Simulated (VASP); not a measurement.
# Zr (P6_3/mmc) in VASP: a series of runs

Runs on Zr. Level: PBE. Tasks: single point.

Program: VASP 6.6.1. These are calculated values, not measurements. Logs are shortened: lines on timing, memory, paths and dates and some standing lists are left out, and cuts for length are marked.

### Step 1. The cell of the first run

It takes space group P6_3/mmc (No. 194, hexagonal). The conventional cell has a = 3.231 Å, b = 3.231 Å, c = 5.172 Å, α = 90.00°, β = 90.00°, γ = 120.00°. Within 4.2 Å of Zr (site symmetry -6m2) lie 12 Zr at 3.19 to 3.23 Å.

### Step 2. Single point, PBE

File POSCAR:

```
Zr
1.0
    3.2314740221      0.0000000000      0.0000000000
   -1.6157370111      2.7985385948      0.0000000000
    0.0000000000      0.0000000000      5.1717654059
Zr
2
Direct
    0.3333333333      0.6666666667      0.2500000000
    0.6666666667      0.3333333333      0.7500000000
```

File INCAR.step1:

```
PREC     = Accurate       # precision mode
ENCUT    = 520            # plane-wave cutoff, eV
EDIFF    = 1E-6           # SCF threshold, eV
ISMEAR   = -1             # smearing method
SIGMA    = 0.05           # smearing width, eV
LREAL    = F              # projectors in reciprocal space
LASPH    = T              # aspherical terms in the spheres
NELM     = 60             # most SCF steps
ALGO     = Normal         # electronic algorithm
ISIF     = 2              # what is computed and relaxed
LWAVE    = F              # write WAVECAR
LCHARG   = T              # write CHGCAR
LMAXMIX  = 4              # l up to which the mixer works
GGA      = PE             # functional
NBANDS   = 19             # bands
```

File KPOINTS.step1:

```
regular mesh
0
Gamma
  15 15 8
```

File INCAR.step2:

```
PREC     = Accurate       # precision mode
ENCUT    = 520            # plane-wave cutoff, eV
EDIFF    = 1E-6           # SCF threshold, eV
ISMEAR   = -5             # smearing method
SIGMA    = 0.05           # smearing width, eV
LREAL    = F              # projectors in reciprocal space
LASPH    = T              # aspherical terms in the spheres
NELM     = 60             # most SCF steps
ALGO     = Normal         # electronic algorithm
ISIF     = 2              # what is computed and relaxed
LWAVE    = F              # write WAVECAR
LCHARG   = F              # write CHGCAR
LMAXMIX  = 4              # l up to which the mixer works
GGA      = PE             # functional
LORBIT   = 11             # projections on sites
NEDOS    = 1001           # points of the DOS
ICHARG   = 11             # starting density
```

File KPOINTS.step2:

```
regular mesh
0
Gamma
  23 23 12
```

Potentials or basis: VASP PAW PBE potentials, release 64 (Zr_sv).

Command:

```sh
$ cat potpaw_PBE.64/Zr_sv/POTCAR > POTCAR
$ cp INCAR.step1 INCAR
$ cp KPOINTS.step1 KPOINTS
$ mpirun -np 1 vasp_std > vasp.out
$ cp INCAR.step2 INCAR
$ cp KPOINTS.step2 KPOINTS
$ mpirun -np 1 vasp_std > vasp.out
```

OUTCAR:

```text
PREC = Accurate
   ENCUT = 520
   EDIFF = 1E-6
   ISMEAR = -5
   LREAL = F
   LASPH = T
   NELM = 60
   ISIF = 2
   GGA = PE
   LORBIT = 11
   ICHARG = 11

 ion  position               nearest neighbor table
   1  0.333  0.667  0.250-   2 3.19   2 3.19   2 3.19   2 3.19   2 3.19   2 3.19
   2  0.667  0.333  0.750-   1 3.19   1 3.19   1 3.19   1 3.19   1 3.19   1 3.19

  LATTYP: Found a hexagonal cell.
 ALAT       =     3.2314740221
 C/A-ratio  =     1.6004353959

  Lattice vectors:

 A1 = (   3.2314740221,   0.0000000000,   0.0000000000)
 A2 = (  -1.6157370111,   2.7985385948,   0.0000000000)
 A3 = (   0.0000000000,   0.0000000000,   5.1717654059)

Analysis of symmetry for initial positions (statically):
=====================================================================
 Subroutine PRICEL returns:
 Original cell was already a primitive cell.

 Routine SETGRP: Setting up the symmetry group for a
 hexagonal supercell.

 Subroutine GETGRP returns: Found 24 space group operations
 (whereof 12 operations were pure point group operations)
 out of a pool of 24 trial point group operations.

The static configuration has the point symmetry D_3d.
 The point group associated with its full space group is D_6h.

Analysis of symmetry for dynamics (positions and initial velocities):
=====================================================================
 Subroutine PRICEL returns:
 Original cell was already a primitive cell.

 Routine SETGRP: Setting up the symmetry group for a
 hexagonal supercell.

 Subroutine GETGRP returns: Found 24 space group operations
 (whereof 12 operations were pure point group operations)
 out of a pool of 24 trial point group operations.

The dynamic configuration has the point symmetry D_3d.
 The point group associated with its full space group is D_6h.

 Subroutine INISYM returns: Found 24 space group operations
 (whereof 12 operations are pure point group operations),
 and found     1 'primitive' translations

----------------------------------------------------------------------------------------

                                     Primitive cell

  volume of cell :      46.7704

  direct lattice vectors                    reciprocal lattice vectors
     3.231474022  0.000000000  0.000000000     0.309456302  0.178664679  0.000000000
    -1.615737011  2.798538595  0.000000000     0.000000000  0.357329358  0.000000000
     0.000000000  0.000000000  5.171765406     0.000000000  0.000000000  0.193357572

  length of vectors
     3.231474022  3.231474022  5.171765406     0.357329358  0.357329358  0.193357572

  position of ions in fractional coordinates (direct lattice)
     0.333333333  0.666666667  0.250000000
     0.666666667  0.333333333  0.750000000

  ion indices of the primitive-cell ions
   primitive index   ion index
                 1           1
                 2           2

----------------------------------------------------------------------------------------

 KPOINTS: regular mesh

Automatic generation of k-mesh.
 Grid dimensions read from file:
 generate k-points for:   23   23   12

 Generating k-lattice:

  Cartesian coordinates                     Fractional coordinates (reciprocal lattice)
     0.013454622  0.007768030  0.000000000     0.043478261 -0.000000000  0.000000000
     0.000000000  0.015536059  0.000000000     0.000000000  0.043478261  0.000000000
     0.000000000  0.000000000  0.016113131     0.000000000  0.000000000  0.083333333

  Length of vectors
     0.015536059  0.015536059  0.016113131

  Shift w.r.t. Gamma in fractional coordinates (k-lattice)
     0.000000000  0.000000000  0.000000000

 TETIRR: Found   6486 inequivalent tetrahedra from    38088

 Subroutine IBZKPT returns following result:
 ===========================================

 Found    392 irreducible k-points:

 Following reciprocal coordinates:
            Coordinates               Weight
  0.000000  0.000000  0.000000      1.000000
  0.043478  0.000000  0.000000      6.000000
  0.086957  0.000000  0.000000      6.000000
  0.130435  0.000000  0.000000      6.000000
  0.173913  0.000000  0.000000      6.000000
  0.217391  0.000000  0.000000      6.000000
[... 16 lines left out ...]
  0.478261  0.043478  0.000000      6.000000
  0.086957  0.086957  0.000000      6.000000
 [... further k-points ...]
   k-points           NKPTS =    392   k-points in BZ     NKDIM =    392   number of bands    NBANDS=     16
   number of dos      NEDOS =   1001   number of ions     NIONS =      2
   total plane-waves  NPLWV =  23040
   dimension x,y,z NGX =    24 NGY =   24 NGZ =   40
   dimension x,y,z NGXF=    48 NGYF=   48 NGZF=   80
   ions per type =               2
   NGX,Y,Z   is equivalent  to a cutoff of  12.35, 12.35, 12.86 a.u.
   NGXF,Y,Z  is equivalent  to a cutoff of  24.69, 24.69, 25.72 a.u.
 SYSTEM =  unknown system
   PREC   = accura    normal or accurate (medium, high low for compatibility)
   ISTART =      0    job   : 0-new  1-cont  2-samecut
   ICHARG =     11    charge: 1-file 2-atom 10-const
   ISPIN  =      1    spin polarized calculation?
   LNONCOLLINEAR =      F non collinear calculations
   LSORBIT =      F    spin-orbit coupling
   LASPH  =      T    aspherical Exc in radial PAW
   ENCUT  =  520.0 eV  38.22 Ry    6.18 a.u.   6.01  6.01  9.62*2*pi/ulx,y,z
   NELM   =     60;   NELMIN=  2; NELMDL=  0     # of ELM steps
   EDIFF  = 0.1E-05   stopping-criterion for ELM
   LREAL  =      F    real-space projection
[... 7 lines left out ...]
   TEBEG  =    0.0;   TEEND  =   0.0 temperature during run
   PSTRESS=    0.0 pullay stress
   NELECT =      24.0000    total number of electrons
   NUPDOWN=      -1.0000    fix difference up-down
   EMIN   =  10.00;   EMAX   =-10.00  energy-range for DOS
   EFERMI =   0.00;   METHOD = LEGACY
   ISMEAR =    -5;   SIGMA  =   0.05  broadening in eV -4-tet -1-fermi 0-gaus
   EFERMI_NEDOS =   21; number of points for ismear=-14 and -15
   IALGO  =     38    algorithm
   IMIX   =      4    mixing-type and parameters
     AMIX     =   0.40;   BMIX     =  1.00
     AMIX_MAG =   1.60;   BMIX_MAG =  1.00
  volume/ion in A,a.u.               =      23.39       157.81
  Fermi-wavevector in a.u.,A,eV,Ry     =   1.310655  2.476778 23.372305  1.717816
  Thomas-Fermi vector in A             =   2.441170
   LORBIT       =     11    0 simple, 1 ext, 2 COOP (PROOUT), +10 PAW based schemes
   GGA     = PE    functional components
   LHFCALC =     F    Hartree Fock is set to
   AEXX    =    0.0000 exact exchange contribution
   IVDW    =     0    specifies the selected vdW correction
   LEPSILON=     F    determine dielectric tensor
   LRPA    =     F    only Hartree local field effects (RPA)
 non-spin polarized calculation
 Fermi weights with tetrahedron method with Bloechl corrections
  energy-cutoff  :      520.00
  volume of cell :       46.77
 maximum number of plane-waves:      1286

 number of electron      24.0000001 magnetization

 Free energy of the ion-electron system (eV)
  ---------------------------------------------------
  ext. energy  EPLUGINS =         0.00000000
  ---------------------------------------------------
  free energy    TOTEN  =       -17.04147004 eV

  energy without entropy =      -17.04147004  energy(sigma->0) =      -17.04147004

 E-fermi :   8.9702     XC(G=0): -11.0617

 val. band max:        9.0028146496   @ k =   0.1304   0.0435   0.3333
 cond. band min:       8.9447956304   @ k =   0.3043   0.2174   0.5000
 fundamental gap:     -0.0580190192
 Fermi energy:         8.9701983248

 k-point     1 :       0.0000    0.0000    0.0000
  band No.  band energies     occupation
      1     -39.9002      2.00000
      2     -39.7514      2.00000
      3     -18.4114      2.00000
      4     -17.5523      2.00000
      5     -17.5523      2.00000
      6     -17.4289      2.00000
[... 8 lines left out ...]
     15      10.4936      0.00000
     16      10.4936      0.00000

 k-point     2 :       0.0435    0.0000    0.0000
  band No.  band energies     occupation
      1     -39.8980      2.00000
      2     -39.7504      2.00000
      3     -18.4057      2.00000
      4     -17.5652      2.00000
      5     -17.5565      2.00000
      6     -17.4313      2.00000
[... 8 lines left out ...]
     15      10.4450      0.00000
     16      10.5398      0.00000

 k-point     3 :       0.0870    0.0000    0.0000
  band No.  band energies     occupation
      1     -39.8917      2.00000
      2     -39.7477      2.00000
      3     -18.3887      2.00000
      4     -17.6031      2.00000
      5     -17.5688      2.00000
      6     -17.4689      2.00000
[... 8 lines left out ...]
     15      10.3483      0.00000
     16      10.6781      0.00000

 k-point     4 :       0.1304    0.0000    0.0000
  band No.  band energies     occupation
      1     -39.8816      2.00000
      2     -39.7436      2.00000
      3     -18.3611      2.00000
      4     -17.6631      2.00000
      5     -17.5879      2.00000
      6     -17.5300      2.00000
[... 8 lines left out ...]
     15      10.5357      0.00000
     16      10.7104      0.00000

 k-point     5 :       0.1739    0.0000    0.0000
  band No.  band energies     occupation
      1     -39.8682      2.00000
      2     -39.7384      2.00000
      3     -18.3239      2.00000
      4     -17.7406      2.00000
      5     -17.6119      2.00000
      6     -17.6075      2.00000
[... 8 lines left out ...]
     15      10.5292      0.00000
     16      10.5845      0.00000

 k-point     6 :       0.2174    0.0000    0.0000
  band No.  band energies     occupation
      1     -39.8525      2.00000
      2     -39.7327      2.00000
      3     -18.2786      2.00000
      4     -17.8300      2.00000
      5     -17.6947      2.00000
      6     -17.6390      2.00000
[... 8 lines left out ...]
     15      10.3499      0.00000
     16      10.9987      0.00000
[... 267 lines left out ...]
 k-point    21 :       0.3913    0.0435    0.0000
  band No.  band energies     occupation
      1     -39.7782      2.00000
      2     -39.7171      2.00000
      3     -18.1919      2.00000
      4     -18.0344      2.00000
      5     -18.0320      2.00000
      6     -17.7511      2.00000
[... 8 lines left out ...]
     15      10.2030      0.00000
     16      13.3130      0.00000

 k-point    22 :       0.4348    0.0435    0.0000
  band No.  band energies     occupation
      1     -39.7688      2.00000
      2     -39.7174      2.00000
      3     -18.2284      2.00000
      4     -18.0639      2.00000
      5     -17.9975      2.00000
      6     -17.7623      2.00000
[... 8 lines left out ...]
     15      10.3390      0.00000
     16      13.7399      0.00000

 k-point    23 :       0.4783    0.0435    0.0000
  band No.  band energies     occupation
      1     -39.7654      2.00000
      2     -39.7177      2.00000
      3     -18.2409      2.00000
      4     -18.0748      2.00000
      5     -17.9833      2.00000
      6     -17.7661      2.00000
[... 8 lines left out ...]
     15      10.3836      0.00000
     16      13.8344      0.00000

 k-point    24 :       0.0870    0.0870    0.0000
  band No.  band energies     occupation
      1     -39.8757      2.00000
      2     -39.7412      2.00000
      3     -18.3449      2.00000
      4     -17.6865      2.00000
      5     -17.6267      2.00000
      6     -17.5397      2.00000
[... 8 lines left out ...]
     15      10.4189      0.00000
     16      10.5641      0.00000

 [... further k-points ...]

------------------------ aborting loop because EDIFF is reached ----------------------------------------

  FORCE on cell =-STRESS in cart. coord.  units (eV):
  Direction    XX          YY          ZZ          XY          YZ          ZX
  --------------------------------------------------------------------------------------
  -------------------------------------------------------------------------------------
  Total       -0.0341343     -0.0341343      0.0092669      0.0000000      0.0000000      0.0000000
  in kB       -1.1693133     -1.1693133      0.3174504      0.0000000      0.0000000      0.0000000
  external PRESSURE =      -0.6737254 kB  Pullay stress =       0.0000000 kB

 VOLUME and BASIS-vectors are now :
 -----------------------------------------------------------------------------
  energy-cutoff  :      520.00
  volume of cell :       46.77
      direct lattice vectors                 reciprocal lattice vectors
     3.231474022  0.000000000  0.000000000     0.309456302  0.178664679  0.000000000
    -1.615737011  2.798538595  0.000000000     0.000000000  0.357329358  0.000000000
     0.000000000  0.000000000  5.171765406     0.000000000  0.000000000  0.193357572

 POSITION                                       TOTAL-FORCE (eV/Angst)
 -----------------------------------------------------------------------------------
     -0.00000      1.86569      1.29294         0.000000     -0.000000      0.000000
      1.61574      0.93285      3.87882        -0.000000      0.000000      0.000000
 -----------------------------------------------------------------------------------
    total drift:                               -0.000000      0.000000     -0.000000

  FREE ENERGIE OF THE ION-ELECTRON SYSTEM (eV)
  ---------------------------------------------------
  free  energy   TOTEN  =       -17.0414700433 eV

  energy  without entropy=      -17.0414700433  energy(sigma->0) =      -17.04147004

 total charge

# of ion       s       p       d       tot
------------------------------------------
    1        2.232   5.960   1.620   9.812
    2        2.232   5.960   1.620   9.812
--------------------------------------------------
tot          4.464  11.920   3.240  19.624
```

Run time: 5.2 min. Hardware: 1 thread of Intel Xeon 8259CL, shared host; peak memory 0.35 GiB.

Results:

```
Valence electrons inside the program's atomic spheres : Zr 9.81
```

Levels at points of the mesh, in eV from the Fermi level:
| k point | band 8 | band 9 | band 10 | band 11 | band 12 | band 13 | band 14 | band 15 | band 16 |
| --- | --- | --- | --- | --- | --- | --- | --- | --- | --- |
| (0.00, 0.00, 0.00) | -26.39 | -5.68 | -3.05 | 0.85 | 0.85 | 0.94 | 1.09 | 1.52 | 1.52 |
| (0.00, 0.00, 0.50) | -26.45 | -3.98 | -3.98 | 0.00 | 0.00 | 0.76 | 0.76 | 0.76 | 0.76 |

Caveat: tetrahedron occupations give inexact forces and stress in metals.

### Step 3. Single point, PBE (23.39 Å³/atom)

POSCAR is that of step 2.

File INCAR.step1:

```
SYSTEM = Zr
PREC = Accurate ; ENCUT = 520
EDIFF = 1E-6 ; ISMEAR = -1
SIGMA = 0.05 ; LREAL = .FALSE.
LASPH = .TRUE. ; NELM = 60
ALGO = Normal ; ISIF = 2
LWAVE = .FALSE. ; LCHARG = .TRUE.
LMAXMIX = 4 ; GGA = PE
NBANDS = 19
```

File KPOINTS.step1:

```
Automatic mesh
0
G
  15 15 8
  0 0 0
```

File INCAR.step2:

```
SYSTEM = Zr
PREC = Accurate ; ENCUT = 520
EDIFF = 1E-6 ; ISMEAR = -5
SIGMA = 0.05 ; LREAL = .FALSE.
LASPH = .TRUE. ; NELM = 60
ALGO = Normal ; ISIF = 2
LWAVE = .FALSE. ; LCHARG = .FALSE.
LMAXMIX = 4 ; GGA = PE
LORBIT = 10 ; NBANDS = 19
NEDOS = 2001 ; ICHARG = 11
```

File KPOINTS.step2:

```
Automatic mesh
0
G
  23 23 12
  0 0 0
```

Potentials or basis: VASP PAW PBE potentials, release 64 (Zr_sv).

Command:

```sh
$ cat potpaw_PBE.64/Zr_sv/POTCAR > POTCAR
$ cp INCAR.step1 INCAR
$ cp KPOINTS.step1 KPOINTS
$ mpirun -np 1 vasp_std > vasp.out
$ cp INCAR.step2 INCAR
$ cp KPOINTS.step2 KPOINTS
$ mpirun -np 1 vasp_std > vasp.out
```

OUTCAR:

```text
SYSTEM = Zr
   PREC = Accurate
   ENCUT = 520
   EDIFF = 1E-6
   ISMEAR = -5
   LREAL = .FALSE.
   LASPH = .TRUE.
   NELM = 60
   ISIF = 2
   GGA = PE
   LORBIT = 10
   ICHARG = 11

 ion  position               nearest neighbor table
   1  0.333  0.667  0.250-   2 3.19   2 3.19   2 3.19   2 3.19   2 3.19   2 3.19
   2  0.667  0.333  0.750-   1 3.19   1 3.19   1 3.19   1 3.19   1 3.19   1 3.19

  LATTYP: Found a hexagonal cell.
 ALAT       =     3.2314740221
 C/A-ratio  =     1.6004353959

  Lattice vectors:

 A1 = (   3.2314740221,   0.0000000000,   0.0000000000)
 A2 = (  -1.6157370111,   2.7985385948,   0.0000000000)
 A3 = (   0.0000000000,   0.0000000000,   5.1717654059)

Analysis of symmetry for initial positions (statically):
=====================================================================
 Subroutine PRICEL returns:
 Original cell was already a primitive cell.

 Routine SETGRP: Setting up the symmetry group for a
 hexagonal supercell.

 Subroutine GETGRP returns: Found 24 space group operations
 (whereof 12 operations were pure point group operations)
 out of a pool of 24 trial point group operations.
[... 171 lines left out ...]
 Fermi energy:         8.9701983246

 k-point     1 :       0.0000    0.0000    0.0000
  band No.  band energies     occupation
      1     -39.9002      2.00000
      2     -39.7514      2.00000
      3     -18.4114      2.00000
      4     -17.5523      2.00000
      5     -17.5523      2.00000
      6     -17.4289      2.00000
[... 505 lines left out ...]
      6     -17.5397      2.00000
[... 11 lines left out ...]
     18      11.0884      0.00000
     19      13.6366      0.00000

 [... further k-points ...]

------------------------ aborting loop because EDIFF is reached ----------------------------------------

  FORCE on cell =-STRESS in cart. coord.  units (eV):
  Direction    XX          YY          ZZ          XY          YZ          ZX
  --------------------------------------------------------------------------------------
  -------------------------------------------------------------------------------------
  Total       -0.0341575     -0.0341575      0.0092114      0.0000000      0.0000000      0.0000000
  in kB       -1.1701067     -1.1701067      0.3155465      0.0000000      0.0000000      0.0000000
  external PRESSURE =      -0.6748890 kB  Pullay stress =       0.0000000 kB

 VOLUME and BASIS-vectors are now :
 -----------------------------------------------------------------------------
  energy-cutoff  :      520.00
  volume of cell :       46.77
      direct lattice vectors                 reciprocal lattice vectors
     3.231474022  0.000000000  0.000000000     0.309456302  0.178664679  0.000000000
    -1.615737011  2.798538595  0.000000000     0.000000000  0.357329358  0.000000000
     0.000000000  0.000000000  5.171765406     0.000000000  0.000000000  0.193357572

 POSITION                                       TOTAL-FORCE (eV/Angst)
 -----------------------------------------------------------------------------------
     -0.00000      1.86569      1.29294         0.000000     -0.000000      0.000000
      1.61574      0.93285      3.87882        -0.000000      0.000000      0.000000
 -----------------------------------------------------------------------------------
    total drift:                               -0.000000      0.000000     -0.000000

  FREE ENERGIE OF THE ION-ELECTRON SYSTEM (eV)
  ---------------------------------------------------
  free  energy   TOTEN  =       -17.0414700477 eV

  energy  without entropy=      -17.0414700477  energy(sigma->0) =      -17.04147005

 total charge

# of ion       s       p       d       tot
------------------------------------------
    1        2.232   5.960   1.620   9.812
    2        2.232   5.960   1.620   9.812
--------------------------------------------------
tot          4.464  11.920   3.240  19.624
```

It took 5.2 min on 1 thread of Intel Xeon 8259CL, shared host; peak memory 0.38 GiB.

Results:

```
Valence electrons inside the program's atomic spheres : Zr 9.81
```

Caveat: tetrahedron occupations give inexact forces and stress in metals.
